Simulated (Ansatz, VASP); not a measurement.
**Hg in VASP and in Ansatz**

```xyz
6
Lattice="3.9204 3.9204 0.0000 -3.9424 3.9424 0.0000 -1.9602 -1.9602 5.6161" Properties=species:S:1:pos:R:3 pbc="T T T"
Hg    0.0000    0.0000    0.0000
Hg   -1.9712    1.9712    1.8720
Hg   -0.0110    3.9314    0.0000
Hg    0.0000    0.0000    3.7441
Hg    1.9602    1.9602    1.8720
Hg   -0.0110    3.9314    3.7441
```

Alike in both runs: functional PBE; k mesh 8 × 6 × 8; occupations gaussian, width 0.1 eV; no spin polarisation.

Ansatz relaxed the structure, and its values are those at the end. VASP's run is a single point on that final structure, the one shown.

|  | VASP | Ansatz |
| --- | --- | --- |
| version | VASP 6.6.1 | Ansatz 0.2.0 |
| potentials or method | VASP PAW PBE potentials, release 64 (Hg), cutoff 520 eV | scalar-relativistic, plane waves, PAW |
| valence electrons in the cell | 72 | 120 |

Ansatz gave:

```
gap on the k mesh at the Fermi level (eV) : none
pressure (GPa)                            : 0.0
```

Task: Which values does VASP return?

Result: gap on the k mesh at the Fermi level (eV): none; pressure (GPa): 0.1.

A gap of «none» marks a metal or a gap that the smearing closes. VASP's potentials hold 72 valence electrons a cell and Ansatz's 120, so a difference there can come from the potentials and not from the codes.

Neither program's run includes spin-orbit coupling.
